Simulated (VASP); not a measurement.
Set up this calculation in VASP 6.6.1, as the native input.

| Item | Value |
| --- | --- |
| Task | single point |
| Functional | LDA |
| Potentials or basis | VASP PAW LDA potentials, release 64 (Ti_sv, C) |
| Cutoff | 520 eV |
| k mesh | 11 × 11 × 11 |
| Occupations | fermi-dirac, width 0.05 eV |
| Spin | no spin polarisation |
| Dipole correction | no |
| Further INCAR settings | ALGO = Normal; EDIFF = 1e-06; NBANDS = 15 |

The structure of TiC lies in POSCAR:

```
TiC
1.0
    3.0422327100      0.0000000000      0.0000000000
    1.5211163550      2.6346508111      0.0000000000
    1.5211163550      0.8782169371      2.4839726061
Ti C
1 1
Direct
    0.0000000000      0.0000000000      0.0000000000
    0.5000000000      0.5000000000      0.5000000000
```

One way to write it, as run:

INCAR

```
SYSTEM = TiC
ALGO = Normal
EDIFF = 1E-6
ENCUT = 520
ISIF = 2
ISMEAR = -1
LASPH = .TRUE.
LCHARG = .FALSE.
LREAL = .FALSE.
LWAVE = .FALSE.
NBANDS = 15
NELM = 60
PREC = Accurate
SIGMA = 0.05
```

KPOINTS

```
k-points
0
G
  11 11 11
  0 0 0
```

Potentials or basis: VASP PAW LDA potentials, release 64 (Ti_sv, C).

The run is started by

```sh
$ cat potpaw_LDA.64/Ti_sv/POTCAR potpaw_LDA.64/C/POTCAR > POTCAR
$ mpirun -np 1 vasp_std > vasp.out
```

It gave:

- Pressure: -7.1 GPa
- Band gap on the k mesh: zero (band 8 reaches 10.11 eV, above the bottom of band 9 at 9.06 eV)

It took 22 s on 1 thread of Intel(R) Xeon(R) Platinum 8375C CPU @ 2.90GHz (Ice Lake), on a shared host, peak memory 0.13 GiB.
